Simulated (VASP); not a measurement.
# Na3BPd (Pm) in VASP: relaxation of cell and atoms with PBE

Aim: the relaxation of cell and atoms of Na3BPd with PBE.

Program: VASP 6.6.1. These are calculated values, not measurements. Logs are shortened: lines on timing, memory, paths and dates and some standing lists are left out, and cuts for length are marked.

## (1) The cell of the first run

The structure is monoclinic, space group Pm (No. 6). The conventional cell has a = 4.083 Å, b = 4.972 Å, c = 11.455 Å, α = 90.00°, β = 91.06°, γ = 90.00°. Na (site symmetry m) has 4 B at 3.01 to 4.24 Å and 4 Pd at 3.04 to 4.19 Å and 10 Na at 3.57 to 4.08 Å within 4.3 Å. Na (site symmetry m) has 2 B at 3.00 to 3.06 Å and 2 Pd at 3.04 to 3.07 Å and 8 Na at 3.55 to 3.74 Å within 3.9 Å. Na (site symmetry m) has 2 B at 2.90 Å and 2 Pd at 2.94 Å and 7 Na at 2.99 to 3.74 Å within 3.8 Å. Na (site symmetry m) has 2 B at 2.90 Å and 2 Pd at 2.95 Å and 7 Na at 2.98 to 3.69 Å within 3.8 Å. Na (site symmetry m) has 2 B at 2.90 Å and 2 Pd at 2.94 Å and 7 Na at 2.99 to 3.72 Å within 3.8 Å. Na (site symmetry m) has 2 B at 2.90 Å and 2 Pd at 2.95 Å and 7 Na at 2.98 to 3.68 Å within 3.8 Å. B (site symmetry m) has 2 Pd at 2.04 Å within 2.7 Å. B (site symmetry m) has 2 Pd at 2.04 Å within 2.7 Å.

## (2) Relaxation of cell and atoms, PBE

INCAR

```
ALGO = Normal ; EDIFF = 1E-7
EDIFFG = -0.01 ; ENCUT = 500
GGA = PE ; GGA_COMPAT = False
IBRION = 2 ; ISIF = 3
ISMEAR = 0 ; KPAR = 4
LASPH = True ; LCHARG = False
LREAL = False ; LWAVE = False
NELM = 120 ; NELMIN = 4
NSW = 100 ; PREC = Accurate
SIGMA = 0.1
```

KPOINTS

```
k-points
0
Gamma
  10 8 4
```

POSCAR

```
Na3BPd
1.0
    4.0834609544      0.0000000000      0.0000000000
    0.0000000000      4.9718868460      0.0000000000
   -0.2124029693      0.0000000000     11.4525430016
Na B Pd
6 2 2
Direct
    0.5246041719      0.5000000000      0.4994545537
    0.0447428297      0.5000000000      0.0007044441
    0.5101832266      0.0000000000      0.1500978112
    0.0497611893      0.0000000000      0.6498541489
    0.0492012987      0.0000000000      0.3502631145
    0.5252636112      0.0000000000      0.8502859105
    0.2793841118      0.5000000000      0.2502112266
    0.2882247103      0.5000000000      0.7497451135
    0.7798245459      0.5000000000      0.2496293210
    0.7880692846      0.5000000000      0.7497543561
```

Potentials or basis: VASP PAW PBE potentials, release 64 (Na_pv, B, Pd).

Launch:

```sh
> cat potpaw_PBE.64/Na_pv/POTCAR potpaw_PBE.64/B/POTCAR potpaw_PBE.64/Pd/POTCAR > POTCAR
> mpirun -np 4 vasp_std > vasp.out
```

OUTCAR:

```text
EDIFF = 1E-7
   EDIFFG = -0.01
   ENCUT = 500
   GGA = PE
   IBRION = 2
   ISIF = 3
   ISMEAR = 0
   LASPH = True
   LREAL = False
   NELM = 120
   NELMIN = 4
   NSW = 100
   PREC = Accurate

 ion  position               nearest neighbor table
   1  0.525  0.500  0.499-  10 3.04   9 3.06
   2  0.045  0.500  0.001-  10 3.04   9 3.07
   3  0.510  0.000  0.150-   9 2.94   9 2.94
   4  0.050  0.000  0.650-  10 2.95  10 2.95
   5  0.049  0.000  0.350-   9 2.94   9 2.94
   6  0.525  0.000  0.850-  10 2.95  10 2.95
   7  0.279  0.500  0.250-   9 2.04   9 2.04
   8  0.288  0.500  0.750-  10 2.04  10 2.04
   9  0.780  0.500  0.250-   7 2.04   7 2.04   3 2.94   3 2.94   5 2.94   5 2.94   1 3.06   2 3.07

  10  0.788  0.500  0.750-   8 2.04   8 2.04   4 2.95   4 2.95   6 2.95   6 2.95   2 3.04   1 3.04

  LATTYP: Found a simple monoclinic cell.
 ALAT       =     4.0834609544
 B/A-ratio  =     1.2175668879
 C/A-ratio  =     2.8050990596
 COS(beta)  =    -0.0185431697

  Lattice vectors:

 A1 = (   4.0834609544,   0.0000000000,   0.0000000000)
 A2 = (   0.0000000000,   4.9718868460,   0.0000000000)
 A3 = (  -0.2124029693,   0.0000000000,  11.4525430016)

Analysis of symmetry for initial positions (statically):
=====================================================================
 Subroutine PRICEL returns:
 Original cell was already a primitive cell.

 Routine SETGRP: Setting up the symmetry group for a
 simple monoclinic supercell.

 Subroutine GETGRP returns: Found  2 space group operations
 (whereof  2 operations were pure point group operations)
 out of a pool of  4 trial point group operations.

The static configuration has the point symmetry C_1h.

Analysis of symmetry for dynamics (positions and initial velocities):
=====================================================================
 Subroutine PRICEL returns:
 Original cell was already a primitive cell.

 Routine SETGRP: Setting up the symmetry group for a
 simple monoclinic supercell.

 Subroutine GETGRP returns: Found  2 space group operations
 (whereof  2 operations were pure point group operations)
 out of a pool of  4 trial point group operations.

The dynamic configuration has the point symmetry C_1h.

 Subroutine INISYM returns: Found  2 space group operations
 (whereof  2 operations are pure point group operations),
 and found     1 'primitive' translations

----------------------------------------------------------------------------------------

                                     Primitive cell

  volume of cell :     232.5153

  direct lattice vectors                    reciprocal lattice vectors
     4.083460954  0.000000000  0.000000000     0.244890305  0.000000000  0.004541823
     0.000000000  4.971886846  0.000000000     0.000000000  0.201130885  0.000000000
    -0.212402969  0.000000000 11.452543002     0.000000000  0.000000000  0.087316852

  length of vectors
     4.083460954  4.971886846 11.454512483     0.244932419  0.201130885  0.087316852

  position of ions in fractional coordinates (direct lattice)
     0.524604172  0.500000000  0.499454554
     0.044742830  0.500000000  0.000704444
     0.510183227  0.000000000  0.150097811
     0.049761189  0.000000000  0.649854149
     0.049201299  0.000000000  0.350263115
     0.525263611  0.000000000  0.850285910
     0.279384112  0.500000000  0.250211227
     0.288224710  0.500000000  0.749745113
     0.779824546  0.500000000  0.249629321
     0.788069285  0.500000000  0.749754356

  ion indices of the primitive-cell ions
   primitive index   ion index
                 1           1
                 2           2
                 3           3
                 4           4
                 5           5
                 6           6
                 7           7
                 8           8
                 9           9
                10          10

----------------------------------------------------------------------------------------

 KPOINTS: k-points

Automatic generation of k-mesh.
 Grid dimensions read from file:
 generate k-points for:   10    8    4

 Generating k-lattice:

  Cartesian coordinates                     Fractional coordinates (reciprocal lattice)
     0.024489031  0.000000000  0.000454182     0.100000000  0.000000000 -0.000000000
     0.000000000  0.025141361  0.000000000     0.000000000  0.125000000  0.000000000
     0.000000000  0.000000000  0.021829213     0.000000000  0.000000000  0.250000000

  Length of vectors
     0.024493242  0.025141361  0.021829213

  Shift w.r.t. Gamma in fractional coordinates (k-lattice)
     0.000000000  0.000000000  0.000000000

 Subroutine IBZKPT returns following result:
 ===========================================

 Found    110 irreducible k-points:

 Following reciprocal coordinates:
            Coordinates               Weight
  0.000000  0.000000  0.000000      1.000000
  0.100000  0.000000 -0.000000      2.000000
  0.200000  0.000000 -0.000000      2.000000
  0.300000  0.000000 -0.000000      2.000000
  0.400000  0.000000  0.000000      2.000000
  0.500000  0.000000 -0.000000      1.000000
[... 16 lines left out ...]
  0.400000  0.375000  0.000000      4.000000
  0.500000  0.375000 -0.000000      2.000000
 [... further k-points ...]
   k-points           NKPTS =    110   k-points in BZ     NKDIM =    110   number of bands    NBANDS=     40
   number of dos      NEDOS =    301   number of ions     NIONS =     10
   total plane-waves  NPLWV =  90720
   dimension x,y,z NGX =    30 NGY =   36 NGZ =   84
   dimension x,y,z NGXF=    60 NGYF=   72 NGZF=  168
   ions per type =               6   2   2
   NGX,Y,Z   is equivalent  to a cutoff of  12.21, 12.04, 12.19 a.u.
   NGXF,Y,Z  is equivalent  to a cutoff of  24.43, 24.07, 24.38 a.u.
 SYSTEM =  unknown system
   PREC   = accura    normal or accurate (medium, high low for compatibility)
   ISTART =      0    job   : 0-new  1-cont  2-samecut
   ICHARG =      2    charge: 1-file 2-atom 10-const
   ISPIN  =      1    spin polarized calculation?
   LNONCOLLINEAR =      F non collinear calculations
   LSORBIT =      F    spin-orbit coupling
   LASPH  =      T    aspherical Exc in radial PAW
   ENCUT  =  500.0 eV  36.75 Ry    6.06 a.u.   7.45  9.06 20.88*2*pi/ulx,y,z
   NELM   =    120;   NELMIN=  4; NELMDL= -5     # of ELM steps
   EDIFF  = 0.1E-06   stopping-criterion for ELM
   LREAL  =      F    real-space projection
   EDIFFG = -.1E-01   stopping-criterion for IOM
   NSW    =    100    number of steps for IOM
   IBRION =      2    ionic relax: 0-MD 1-quasi-New 2-CG
   NFREE  =      1    steps in history (QN), initial steepest desc. (CG)
   ISIF   =      3    stress and relaxation
   ISYM   =      2    0-nonsym 1-usesym 2-fastsym
   POTIM  = 0.5000    time-step for ionic-motion
   TEBEG  =    0.0;   TEEND  =   0.0 temperature during run
   PSTRESS=    0.0 pullay stress
   NELECT =      68.0000    total number of electrons
   NUPDOWN=      -1.0000    fix difference up-down
   EMIN   =  10.00;   EMAX   =-10.00  energy-range for DOS
   EFERMI =   0.00;   METHOD = LEGACY
   ISMEAR =     0;   SIGMA  =   0.10  broadening in eV -4-tet -1-fermi 0-gaus
   EFERMI_NEDOS =   21; number of points for ismear=-14 and -15
   IALGO  =     38    algorithm
   IMIX   =      4    mixing-type and parameters
     AMIX     =   0.40;   BMIX     =  1.00
     AMIX_MAG =   1.60;   BMIX_MAG =  1.00
  volume/ion in A,a.u.               =      23.25       156.91
  Fermi-wavevector in a.u.,A,eV,Ry     =   1.086661  2.053491 16.066186  1.180831
  Thomas-Fermi vector in A             =   2.222802
   LORBIT       =      0    0 simple, 1 ext, 2 COOP (PROOUT), +10 PAW based schemes
   GGA     = PE    functional components
   LHFCALC =     F    Hartree Fock is set to
   AEXX    =    0.0000 exact exchange contribution
   IVDW    =     0    specifies the selected vdW correction
   LEPSILON=     F    determine dielectric tensor
   LRPA    =     F    only Hartree local field effects (RPA)
 conjugate gradient relaxation of ions
 non-spin polarized calculation
 Gauss-broadening in eV      SIGMA  =   0.10
  energy-cutoff  :      500.00
  volume of cell :      232.52
 maximum number of plane-waves:      5942
 NGX is ok and might be reduce to    30
   NGX = 15   NGY = 19   NGZ = 41

--------------------------------------- Ionic step        1  -------------------------------------------

 number of electron      68.0000035 magnetization

 Free energy of the ion-electron system (eV)
  ---------------------------------------------------
  ext. energy  EPLUGINS =         0.00000000
  ---------------------------------------------------
  free energy    TOTEN  =       -30.13582175 eV

  energy without entropy =      -30.11055698  energy(sigma->0) =      -30.12318936

------------------------ aborting loop because EDIFF is reached ----------------------------------------

  FORCE on cell =-STRESS in cart. coord.  units (eV):
  Direction    XX          YY          ZZ          XY          YZ          ZX
  --------------------------------------------------------------------------------------
  -------------------------------------------------------------------------------------
  Total       -1.1405999      0.5694251     -0.0273728      0.0000000      0.0000000      0.0439728
  in kB       -7.8594533      3.9236983     -0.1886156      0.0000000      0.0000000      0.3030006
  external PRESSURE =      -1.3747902 kB  Pullay stress =       0.0000000 kB
[... 205 lines left out ...]
  energy  without entropy=      -30.1175218634  energy(sigma->0) =      -30.12994010

--------------------------------------- Ionic step        6  -------------------------------------------

 number of electron      68.0000049 magnetization

 Free energy of the ion-electron system (eV)
  ---------------------------------------------------
  ext. energy  EPLUGINS =         0.00000000
  ---------------------------------------------------
  free energy    TOTEN  =       -30.14245259 eV

  energy without entropy =      -30.11763159  energy(sigma->0) =      -30.13004209

 E-fermi :   2.0440     XC(G=0):  -8.0428

 val. band max:        2.0403792008   @ k =  -0.1000   0.0000   0.2500
 cond. band min:       2.0457812003   @ k =   0.1000   0.0000   0.2500
 fundamental gap:      0.0054019996
 Fermi energy:         2.0440408987

 k-point     1 :       0.0000    0.0000    0.0000
  band No.  band energies     occupation
      1     -22.5436      2.00000
      2     -22.5218      2.00000
      3     -22.4820      2.00000
      4     -22.4772      2.00000
      5     -22.4754      2.00000
      6     -22.4532      2.00000
[... 1021 lines left out ...]
     39       4.1283      0.00000
     40       4.3642      0.00000

 [... further k-points ...]
[... 5 lines left out ...]
  --------------------------------------------------------------------------------------
  -------------------------------------------------------------------------------------
  Total       -0.0272539     -0.0264980     -0.0637775      0.0000000      0.0000000      0.0252074
  in kB       -0.1871938     -0.1820018     -0.4380569      0.0000000      0.0000000      0.1731375
  external PRESSURE =      -0.2690842 kB  Pullay stress =       0.0000000 kB
[... 25 lines left out ...]
  FREE ENERGIE OF THE ION-ELECTRON SYSTEM (eV)
  ---------------------------------------------------
  free  energy   TOTEN  =       -30.1424525893 eV

  energy  without entropy=      -30.1176315870  energy(sigma->0) =      -30.13004209

 reached required accuracy - stopping structural energy minimisation
```

Run time: 9.6 min. Hardware: 4 MPI ranks of AMD EPYC 9R45 (Zen 5), shared host; peak memory 0.84 GiB.

Results:

```yaml
Free_energy: -30.1425 eV
Relaxed_volume: 23.33 Å³/atom
Relaxed_cell: a = 4.057 Å, b = 5.018 Å, c = 11.461 Å, α = 90.00°, β = 90.97°, γ = 90.00°
Space_group_after_relaxing_to_0.1_Å: P2/m (No. 10)
Energy_gained_by_relaxing: 0.7 meV/atom
Ionic_steps: 6
Pressure_after_relaxing: 0.0 GPa
Largest_force_after_relaxing: 0.009 eV/Å
Band_gap_on_the_k_mesh: zero (bands 34 and 35 overlap by 1.44 eV)
```

Forces in eV/Å, atoms in the order of the input:
```
Na  -0.003  0.000 -0.002
Na   0.000  0.000  0.002
Na  -0.004  0.000 -0.006
Na   0.004  0.000 -0.008
Na   0.003  0.000  0.003
Na  -0.002  0.000  0.007
B    0.003  0.000  0.006
B   -0.001  0.000  0.006
Pd   0.000  0.000 -0.005
Pd   0.000  0.000 -0.002
```

The path:
| step | energy change (eV) | largest force (eV/Å) | pressure (GPa) | volume (Å³) |
| --- | --- | --- | --- | --- |
| 1 | 0.0000 | 0.0222 | -0.14 | 232.52 |
| 2 | -0.0049 | 0.0244 | 0.11 | 231.84 |
| 3 | -0.0051 | 0.0259 | 0.18 | 231.67 |
| 4 | -0.0062 | 0.0173 | 0.09 | 232.45 |
| 5 | -0.0065 | 0.0077 | -0.07 | 233.65 |
| 6 | -0.0066 | 0.0087 | -0.03 | 233.26 |

Final structure:
```cif
data_structure
_symmetry_space_group_name_H-M 'P 1'
_symmetry_Int_Tables_number 1
_cell_length_a 4.0567
_cell_length_b 5.0177
_cell_length_c 11.4613
_cell_angle_alpha 90.000
_cell_angle_beta 90.974
_cell_angle_gamma 90.000
_cell_volume 233.26
loop_
_atom_site_label
_atom_site_type_symbol
_atom_site_fract_x
_atom_site_fract_y
_atom_site_fract_z
_atom_site_occupancy
Na1 Na 0.52452 0.50000 0.49939 1
Na2 Na 0.04470 0.50000 0.00076 1
Na3 Na 0.50957 0.00000 0.14982 1
Na4 Na 0.05020 0.00000 0.64953 1
Na5 Na 0.04979 0.00000 0.35048 1
Na6 Na 0.52489 0.00000 0.85059 1
B1 B 0.27968 0.50000 0.25030 1
B2 B 0.28812 0.50000 0.74985 1
Pd1 Pd 0.77968 0.50000 0.24956 1
Pd2 Pd 0.78811 0.50000 0.74972 1
```
